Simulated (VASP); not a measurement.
# Si (Fd-3m) in VASP: single point with PBEsol

Aim: the single point of Si with PBEsol.

All numbers are computed with VASP 6.6.1; they aren't measurements. Logs are shortened: lines on timing, memory, paths and dates and some standing lists are left out, and cuts for length are marked.

## (1) The cell of the first run

Symmetry: Fd-3m, No. 227, cubic system. The conventional cell has a = 5.433 Å, b = 5.433 Å, c = 5.433 Å, α = 90.00°, β = 90.00°, γ = 90.00°. Si (site symmetry -43m) has 4 Si at 2.35 Å within 3.1 Å.

## (2) Single point, PBEsol

Contents of INCAR:

```
SYSTEM = Si
PREC = Accurate
ENCUT = 500
EDIFF = 1E-6
ISMEAR = 0
SIGMA = 0.01
LREAL = .False.
LASPH = .True.
NELM = 120
ALGO = Normal
ISIF = 2
LWAVE = .False.
LCHARG = .False.
GGA = PS
NBANDS = 11
GGA_COMPAT = .False.
```

Contents of KPOINTS:

```
Automatic mesh
0
Gamma
  4 4 4
  0 0 0
```

Contents of POSCAR:

```
Si
1.0
    0.0000000000      2.7167315353      2.7167315353
    2.7167315353      0.0000000000      2.7167315353
    2.7167315353      2.7167315353      0.0000000000
Si
2
Direct
    0.0000000000      0.0000000000      0.0000000000
    0.2500000000      0.2500000000      0.2500000000
```

Potentials or basis: VASP PAW PBE potentials, release 64 (Si).

Run with:

```bash
> cat potpaw_PBE.64/Si/POTCAR > POTCAR
> mpirun -np 1 vasp_std > vasp.out
```

OUTCAR:

```text
SYSTEM = Si
   PREC = Accurate
   ENCUT = 500
   EDIFF = 1E-6
   ISMEAR = 0
   LREAL = .False.
   LASPH = .True.
   NELM = 120
   ISIF = 2
   GGA = PS

 ion  position               nearest neighbor table
   1  0.000  0.000  0.000-   2 2.35   2 2.35   2 2.35   2 2.35
   2  0.250  0.250  0.250-   1 2.35   1 2.35   1 2.35   1 2.35

  LATTYP: Found a face centered cubic cell.
 ALAT       =     5.4334630706

  Lattice vectors:

 A1 = (   0.0000000000,   2.7167315353,   2.7167315353)
 A2 = (   2.7167315353,   0.0000000000,   2.7167315353)
 A3 = (   2.7167315353,   2.7167315353,   0.0000000000)

Analysis of symmetry for initial positions (statically):
=====================================================================
 Subroutine PRICEL returns:
 Original cell was already a primitive cell.

 Routine SETGRP: Setting up the symmetry group for a
 face centered cubic supercell.

 Subroutine GETGRP returns: Found 48 space group operations
 (whereof 24 operations were pure point group operations)
 out of a pool of 48 trial point group operations.

The static configuration has the point symmetry T_d .
 The point group associated with its full space group is O_h .

Analysis of symmetry for dynamics (positions and initial velocities):
=====================================================================
 Subroutine PRICEL returns:
 Original cell was already a primitive cell.

 Routine SETGRP: Setting up the symmetry group for a
 face centered cubic supercell.

 Subroutine GETGRP returns: Found 48 space group operations
 (whereof 24 operations were pure point group operations)
 out of a pool of 48 trial point group operations.

The dynamic configuration has the point symmetry T_d .
 The point group associated with its full space group is O_h .

 Subroutine INISYM returns: Found 48 space group operations
 (whereof 24 operations are pure point group operations),
 and found     1 'primitive' translations

----------------------------------------------------------------------------------------

                                     Primitive cell

  volume of cell :      40.1024

  direct lattice vectors                    reciprocal lattice vectors
     0.000000000  2.716731535  2.716731535    -0.184044685  0.184044685  0.184044685
     2.716731535  0.000000000  2.716731535     0.184044685 -0.184044685  0.184044685
     2.716731535  2.716731535  0.000000000     0.184044685  0.184044685 -0.184044685

  length of vectors
     3.842038583  3.842038583  3.842038583     0.318774746  0.318774746  0.318774746

  position of ions in fractional coordinates (direct lattice)
     0.000000000  0.000000000  0.000000000
     0.250000000  0.250000000  0.250000000
[... 70 lines left out ...]
   PSTRESS=    0.0 pullay stress
   NELECT =       8.0000    total number of electrons
   NUPDOWN=      -1.0000    fix difference up-down
   EMIN   =  10.00;   EMAX   =-10.00  energy-range for DOS
   EFERMI =   0.00;   METHOD = LEGACY
   ISMEAR =     0;   SIGMA  =   0.01  broadening in eV -4-tet -1-fermi 0-gaus
   EFERMI_NEDOS =   21; number of points for ismear=-14 and -15
   IALGO  =     38    algorithm
   IMIX   =      4    mixing-type and parameters
     AMIX     =   0.40;   BMIX     =  1.00
     AMIX_MAG =   1.60;   BMIX_MAG =  1.00
  volume/ion in A,a.u.               =      20.05       135.31
  Fermi-wavevector in a.u.,A,eV,Ry     =   0.956566  1.807647 12.449573  0.915018
  Thomas-Fermi vector in A             =   2.085505
   LORBIT       =      0    0 simple, 1 ext, 2 COOP (PROOUT), +10 PAW based schemes
   GGA     = PS    functional components
   LHFCALC =     F    Hartree Fock is set to
   AEXX    =    0.0000 exact exchange contribution
   IVDW    =     0    specifies the selected vdW correction
   LEPSILON=     F    determine dielectric tensor
   LRPA    =     F    only Hartree local field effects (RPA)
 non-spin polarized calculation
 Gauss-broadening in eV      SIGMA  =   0.01
  energy-cutoff  :      500.00
  volume of cell :       40.10
 maximum number of plane-waves:      1036
   NGX = 13   NGY = 13   NGZ = 13

 number of electron       8.0000001 magnetization

 Free energy of the ion-electron system (eV)
  ---------------------------------------------------
  ext. energy  EPLUGINS =         0.00000000
  ---------------------------------------------------
  free energy    TOTEN  =       -11.29556827 eV

  energy without entropy =      -11.29556827  energy(sigma->0) =      -11.29556827

 E-fermi :   5.8712     XC(G=0):  -9.5261

 val. band max:        5.8207045062   @ k =   0.0000   0.0000   0.0000
 cond. band min:       6.3877891541   @ k =   0.5000   0.5000   0.0000
 fundamental gap:      0.5670846479
 Fermi energy:         5.8712148519

 k-point     1 :       0.0000    0.0000    0.0000
  band No.  band energies     occupation
      1      -6.1703      2.00000
      2       5.8207      2.00000
      3       5.8207      2.00000
      4       5.8207      2.00000
      5       8.3162      0.00000
      6       8.3162      0.00000
      7       8.3162      0.00000
      8       9.1275      0.00000
      9      13.4845      0.00000
     10      13.4845      0.00000
     11      13.5075      0.00000
[... 85 lines left out ...]
 k-point     8 :      -0.2500    0.5000    0.2500
  band No.  band energies     occupation
      1      -1.8398      2.00000
      2      -1.8398      2.00000
      3       1.9016      2.00000
      4       1.9016      2.00000
      5       9.9763      0.00000
      6       9.9763      0.00000
      7      10.7427      0.00000
      8      10.7427      0.00000
      9      16.3379      0.00000
     10      16.3379      0.00000
     11      18.7820      0.00000

------------------------ aborting loop because EDIFF is reached ----------------------------------------

  FORCE on cell =-STRESS in cart. coord.  units (eV):
  Direction    XX          YY          ZZ          XY          YZ          ZX
  --------------------------------------------------------------------------------------
  -------------------------------------------------------------------------------------
  Total        0.1917907      0.1917907      0.1917907     -0.0000000      0.0000000      0.0000000
  in kB        7.6624554      7.6624554      7.6624554     -0.0000000      0.0000000      0.0000000
  external PRESSURE =       7.6624554 kB  Pullay stress =       0.0000000 kB

 VOLUME and BASIS-vectors are now :
 -----------------------------------------------------------------------------
  energy-cutoff  :      500.00
  volume of cell :       40.10
      direct lattice vectors                 reciprocal lattice vectors
     0.000000000  2.716731535  2.716731535    -0.184044685  0.184044685  0.184044685
     2.716731535  0.000000000  2.716731535     0.184044685 -0.184044685  0.184044685
     2.716731535  2.716731535  0.000000000     0.184044685  0.184044685 -0.184044685

 POSITION                                       TOTAL-FORCE (eV/Angst)
 -----------------------------------------------------------------------------------
      0.00000      0.00000      0.00000        -0.000000      0.000000     -0.000000
      1.35837      1.35837      1.35837         0.000000     -0.000000      0.000000
 -----------------------------------------------------------------------------------
    total drift:                                0.000000      0.000000     -0.000000

  FREE ENERGIE OF THE ION-ELECTRON SYSTEM (eV)
  ---------------------------------------------------
  free  energy   TOTEN  =       -11.2955682722 eV

  energy  without entropy=      -11.2955682722  energy(sigma->0) =      -11.29556827
```

OSZICAR:

```text
N       E                     dE             d eps       ncg     rms          rms(c)
DAV:   1     0.382697986771E+01    0.38270E+01   -0.31408E+03   176   0.542E+02
DAV:   2    -0.109701969263E+02   -0.14797E+02   -0.14006E+02   230   0.780E+01
DAV:   3    -0.115426876821E+02   -0.57249E+00   -0.57134E+00   236   0.124E+01
DAV:   4    -0.115469157084E+02   -0.42280E-02   -0.42277E-02   203   0.137E+00
DAV:   5    -0.115469600788E+02   -0.44370E-04   -0.44370E-04   209   0.127E-01    0.505E+00
DAV:   6    -0.113737207574E+02    0.17324E+00   -0.89407E-02   194   0.122E+00    0.303E+00
DAV:   7    -0.112945250681E+02    0.79196E-01   -0.16182E-01   188   0.175E+00    0.195E-01
DAV:   8    -0.112954598951E+02   -0.93483E-03   -0.65340E-03   197   0.453E-01    0.834E-02
DAV:   9    -0.112955522318E+02   -0.92337E-04   -0.10713E-04   226   0.684E-02    0.574E-02
DAV:  10    -0.112955684859E+02   -0.16254E-04   -0.13375E-05   214   0.205E-02    0.804E-03
DAV:  11    -0.112955682722E+02    0.21368E-06   -0.74737E-07   197   0.439E-03
   1 F= -.11295568E+02 E0= -.11295568E+02  d E =-.219900E-14
```

Run time: 7 s. Hardware: 1 thread of AMD EPYC 7R13, shared host; peak memory 0.11 GiB.

What came out:

```yaml
Free_energy: -11.2956 eV
Pressure: 0.8 GPa
Band_gap_on_the_k_mesh: 0.57 eV, indirect (least direct gap 2.50 eV)
```

Levels at points of the mesh, in eV from the valence-band top:
```
           k point  band 1  band 2  band 3  band 4  band 5  band 6  band 7  band 8  band 9
(0.00, 0.00, 0.00)  -11.99    0.00    0.00    0.00    2.50    2.50    2.50    3.31    7.66
(0.50, 0.00, 0.00)   -9.64   -7.02   -1.21   -1.21    1.45    3.25    3.25    7.48   10.49
(0.50, 0.50, 0.00)   -7.83   -7.83   -2.88   -2.88    0.57    0.57   10.04   10.04   10.92
```

Caveat: the k points lie up to 0.50 Å⁻¹ apart; the PAW data sets were made with another functional, which shifts forces and pressure a little.
